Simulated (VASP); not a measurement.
# Re in VASP: further runs, part 2 of 2

VASP 6.6.1. The steps go on from the part before.

**3. Single point, PBE**

This run uses another cell than the first one, of 16.20 Å³/atom.

Contents of INCAR:

```
SYSTEM = Re
PREC = Accurate
ENCUT = 520
EDIFF = 1E-6
ISMEAR = 0
SIGMA = 0.1
LREAL = .False.
LASPH = .True.
NELM = 80
ALGO = Fast
ISIF = 2
LWAVE = .False.
LCHARG = .False.
GGA = PE
ISYM = 0
NBANDS = 10
```

Contents of KPOINTS:

```
Automatic mesh
0
Gamma
  12 12 16
  0 0 0
```

Contents of POSCAR:

```
Re
1.0
    2.9402049006     -0.0000000140     -0.0003782327
   -1.4701024625      2.5462921573      0.0000000000
    1.4698318831      0.8486078333      2.1636845828
Re
1
Direct
    0.0000000000      0.0000000000      0.0000000000
```

Potentials or basis: VASP PAW PBE potentials, release 64 (Re).

The run is started by

```bash
cat potpaw_PBE.64/Re/POTCAR > POTCAR
mpirun -np 1 vasp_std > vasp.out
```

OUTCAR:

```text
SYSTEM = Re
   PREC = Accurate
   ENCUT = 520
   EDIFF = 1E-6
   ISMEAR = 0
   LREAL = .False.
   LASPH = .True.
   NELM = 80
   ISIF = 2
   GGA = PE
   ISYM = 0

 ion  position               nearest neighbor table
   1  0.000  0.000  0.000-

IMPORTANT INFORMATION: All symmetrisations will be switched off!
NOSYMM: (Re-)initialisation of all symmetry stuff for point group C_1.

----------------------------------------------------------------------------------------

                                     Primitive cell

  volume of cell :      16.2006

  direct lattice vectors                    reciprocal lattice vectors
     2.940204901 -0.000000014 -0.000378233     0.340072727  0.196341080 -0.308023785
    -1.470102463  2.546292157  0.000000000    -0.000019810  0.392716474 -0.154011893
     1.469831883  0.848607833  2.163684583     0.000059448  0.000034322  0.462120728

  length of vectors
     2.940204925  2.940204925  2.749922179     0.499077080  0.421836333  0.462120733

  position of ions in fractional coordinates (direct lattice)
     0.000000000  0.000000000  0.000000000

  ion indices of the primitive-cell ions
   primitive index   ion index
                 1           1

----------------------------------------------------------------------------------------

 KPOINTS: Automatic mesh

Automatic generation of k-mesh.
 Grid dimensions read from file:
 generate k-points for:   12   12   16

 Generating k-lattice:

  Cartesian coordinates                     Fractional coordinates (reciprocal lattice)
     0.028339394  0.016361757 -0.025668649     0.083333333  0.000000000  0.000000000
    -0.000001651  0.032726373 -0.012834324    -0.000000000  0.083333333  0.000000000
     0.000003715  0.000002145  0.028882546     0.000000000  0.000000000  0.062500000

  Length of vectors
     0.041589757  0.035153028  0.028882546

  Shift w.r.t. Gamma in fractional coordinates (k-lattice)
     0.000000000  0.000000000  0.000000000

 Subroutine IBZKPT returns following result:
 ===========================================

 Found   1156 irreducible k-points:

 Following reciprocal coordinates:
            Coordinates               Weight
  0.000000  0.000000  0.000000      1.000000
  0.083333 -0.000000  0.000000      2.000000
  0.166667 -0.000000  0.000000      2.000000
  0.250000 -0.000000  0.000000      2.000000
  0.333333 -0.000000  0.000000      2.000000
  0.416667 -0.000000  0.000000      2.000000
[... 16 lines left out ...]
 -0.250000  0.166667 -0.000000      2.000000
  0.166667  0.166667 -0.000000      2.000000
 [... further k-points ...]
   k-points           NKPTS =   1156   k-points in BZ     NKDIM =   1156   number of bands    NBANDS=     10
   number of dos      NEDOS =    301   number of ions     NIONS =      1
   total plane-waves  NPLWV =  11520
   dimension x,y,z NGX =    24 NGY =   24 NGZ =   20
   dimension x,y,z NGXF=    48 NGYF=   48 NGZF=   40
   ions per type =               1
   NGX,Y,Z   is equivalent  to a cutoff of  13.57, 13.57, 12.09 a.u.
   NGXF,Y,Z  is equivalent  to a cutoff of  27.14, 27.14, 24.18 a.u.
 SYSTEM =  Re
   PREC   = accura    normal or accurate (medium, high low for compatibility)
   ISTART =      0    job   : 0-new  1-cont  2-samecut
   ICHARG =      2    charge: 1-file 2-atom 10-const
   ISPIN  =      1    spin polarized calculation?
   LNONCOLLINEAR =      F non collinear calculations
   LSORBIT =      F    spin-orbit coupling
   LASPH  =      T    aspherical Exc in radial PAW
   ENCUT  =  520.0 eV  38.22 Ry    6.18 a.u.   5.47  5.47  5.11*2*pi/ulx,y,z
   NELM   =     80;   NELMIN=  2; NELMDL= -5     # of ELM steps
   EDIFF  = 0.1E-05   stopping-criterion for ELM
   LREAL  =      F    real-space projection
   EDIFFG = 0.1E-04   stopping-criterion for IOM
   NSW    =      0    number of steps for IOM
   IBRION =     -1    ionic relax: 0-MD 1-quasi-New 2-CG
   NFREE  =      0    steps in history (QN), initial steepest desc. (CG)
   ISIF   =      2    stress and relaxation
   ISYM   =      0    0-nonsym 1-usesym 2-fastsym
   POTIM  = 0.5000    time-step for ionic-motion
   TEBEG  =    0.0;   TEEND  =   0.0 temperature during run
   PSTRESS=    0.0 pullay stress
   NELECT =       7.0000    total number of electrons
   NUPDOWN=      -1.0000    fix difference up-down
   EMIN   =  10.00;   EMAX   =-10.00  energy-range for DOS
   EFERMI =   0.00;   METHOD = LEGACY
   ISMEAR =     0;   SIGMA  =   0.10  broadening in eV -4-tet -1-fermi 0-gaus
   EFERMI_NEDOS =   21; number of points for ismear=-14 and -15
   IALGO  =     68    algorithm
   IMIX   =      4    mixing-type and parameters
     AMIX     =   0.40;   BMIX     =  1.00
     AMIX_MAG =   1.60;   BMIX_MAG =  1.00
  volume/ion in A,a.u.               =      16.20       109.33
  Fermi-wavevector in a.u.,A,eV,Ry     =   1.237649  2.338817 20.841054  1.531774
  Thomas-Fermi vector in A             =   2.372207
   LORBIT       =      0    0 simple, 1 ext, 2 COOP (PROOUT), +10 PAW based schemes
   GGA     = PE    functional components
   LHFCALC =     F    Hartree Fock is set to
   AEXX    =    0.0000 exact exchange contribution
   IVDW    =     0    specifies the selected vdW correction
   LEPSILON=     F    determine dielectric tensor
   LRPA    =     F    only Hartree local field effects (RPA)
 non-spin polarized calculation
 RMM-DIIS sequential band-by-band and
 Gauss-broadening in eV      SIGMA  =   0.10
  energy-cutoff  :      520.00
  volume of cell :       16.20
 maximum number of plane-waves:       453
 NGX is ok and might be reduce to    24
   NGX = 11   NGY = 11   NGZ = 11

 number of electron       7.0000000 magnetization

 Free energy of the ion-electron system (eV)
  ---------------------------------------------------
  ext. energy  EPLUGINS =         0.00000000
  ---------------------------------------------------
  free energy    TOTEN  =       -12.15740196 eV

  energy without entropy =      -12.15273794  energy(sigma->0) =      -12.15506995

 E-fermi :   7.0553     XC(G=0): -13.1942

 val. band max:        7.0520912430   @ k =  -0.2500   0.0000   0.1875
 cond. band min:       7.0572130585   @ k =   0.4167   0.4167   0.3750
 fundamental gap:      0.0051218155
 Fermi energy:         7.0552644021

 k-point     1 :       0.0000    0.0000    0.0000
  band No.  band energies     occupation
      1      -2.4487      2.00000
      2       4.6237      2.00000
      3       4.6255      2.00000
      4       6.5266      2.00000
      5       8.2494      0.00000
      6       8.2522      0.00000
      7      20.7322      0.00000
      8      25.0663      0.00000
      9      25.0670      0.00000
     10      28.2203      0.00000

 k-point     2 :       0.0833   -0.0000    0.0000
  band No.  band energies     occupation
      1      -2.0618      2.00000
      2       4.5193      2.00000
      3       4.8866      2.00000
      4       6.4963      2.00000
      5       7.8359      0.00000
      6       8.3541      0.00000
      7      21.4581      0.00000
      8      24.7409      0.00000
      9      25.2128      0.00000
     10      27.5858      0.00000

 k-point     3 :       0.1667   -0.0000    0.0000
  band No.  band energies     occupation
      1      -0.9862      2.00000
      2       4.0280      2.00000
      3       5.6543      2.00000
      4       6.5207      2.00000
      5       7.1138      0.40744
      6       8.6469      0.00000
      7      23.3493      0.00000
      8      24.3604      0.00000
      9      25.1986      0.00000
     10      27.3031      0.00000
[... 248 lines left out ...]
 k-point    23 :      -0.2500    0.1667   -0.0000
  band No.  band energies     occupation
      1      -0.4894      2.00000
      2       4.1470      2.00000
      3       5.0562      2.00000
      4       6.8836      1.98482
      5       7.5423      0.00000
      6       8.7651      0.00000
      7      21.1998      0.00000
      8      23.5985      0.00000
      9      27.8459      0.00000
     10      28.4622      0.00000

 k-point    24 :       0.1667    0.1667   -0.0000
  band No.  band energies     occupation
      1       0.7609      2.00000
      2       3.5751      2.00000
      3       4.9377      2.00000
      4       7.1795      0.07901
      5       8.1726      0.00000
      6       9.5985      0.00000
      7      20.2550      0.00000
      8      24.1666      0.00000
      9      25.8264      0.00000
     10      27.9051      0.00000

 [... further k-points ...]

------------------------ aborting loop because EDIFF is reached ----------------------------------------

  FORCE on cell =-STRESS in cart. coord.  units (eV):
  Direction    XX          YY          ZZ          XY          YZ          ZX
  --------------------------------------------------------------------------------------
  -------------------------------------------------------------------------------------
  Total       -3.1546449     -3.1393397     -0.1117413     -0.0132605      0.0019311      0.0033274
  in kB     -311.9828207   -310.4691974    -11.0508049     -1.3114120      0.1909819      0.3290682
  external PRESSURE =    -211.1676077 kB  Pullay stress =       0.0000000 kB

 VOLUME and BASIS-vectors are now :
 -----------------------------------------------------------------------------
  energy-cutoff  :      520.00
  volume of cell :       16.20
      direct lattice vectors                 reciprocal lattice vectors
     2.940204901 -0.000000014 -0.000378233     0.340072727  0.196341080 -0.308023785
    -1.470102463  2.546292157  0.000000000    -0.000019810  0.392716474 -0.154011893
     1.469831883  0.848607833  2.163684583     0.000059448  0.000034322  0.462120728

 POSITION                                       TOTAL-FORCE (eV/Angst)
 -----------------------------------------------------------------------------------
      0.00000      0.00000      0.00000         0.000003      0.000005     -0.000006
 -----------------------------------------------------------------------------------
    total drift:                                0.000003      0.000005     -0.000006

  FREE ENERGIE OF THE ION-ELECTRON SYSTEM (eV)
  ---------------------------------------------------
  free  energy   TOTEN  =       -12.1574019649 eV

  energy  without entropy=      -12.1527379398  energy(sigma->0) =      -12.15506995
```

Wall time 90 s (1 thread of Intel Xeon Platinum 8488C (Sapphire Rapids), shared host); peak memory 0.3 GiB.

Results:

| Quantity | Value |
| --- | --- |
| Free energy | -12.1574 eV |
| Pressure | -21.1 GPa |
| Band gap on the k mesh | zero (an odd number of electrons rules out a gap without spin polarisation) |

Levels at points of the mesh, in eV from the Fermi level:
```csv
k point,band 2,band 3,band 4,band 5,band 6,band 7
"(0.00, 0.00, 0.00)",-2.43,-2.43,-0.53,1.19,1.20,13.68
"(0.50, 0.00, 0.00)",-5.30,2.44,2.85,3.65,4.24,10.33
"(0.00, 0.50, 0.00)",-2.65,-0.81,-0.26,2.46,3.42,8.37
"(0.50, 0.50, 0.00)",-2.65,-0.81,-0.26,2.46,3.42,8.37
"(0.00, 0.00, 0.50)",-2.29,-2.29,1.16,3.69,3.70,10.05
"(0.50, 0.00, 0.50)",-2.65,-0.82,-0.26,2.46,3.42,8.38
"(0.00, 0.50, 0.50)",-5.30,2.44,2.85,3.65,4.24,10.33
"(0.50, 0.50, 0.50)",-5.30,2.44,2.85,3.65,4.24,10.33
```

Caveat: the stress differs along the axes, from -31 to -1 GPa; spin-orbit coupling is left out, which moves the levels of the heavy elements.
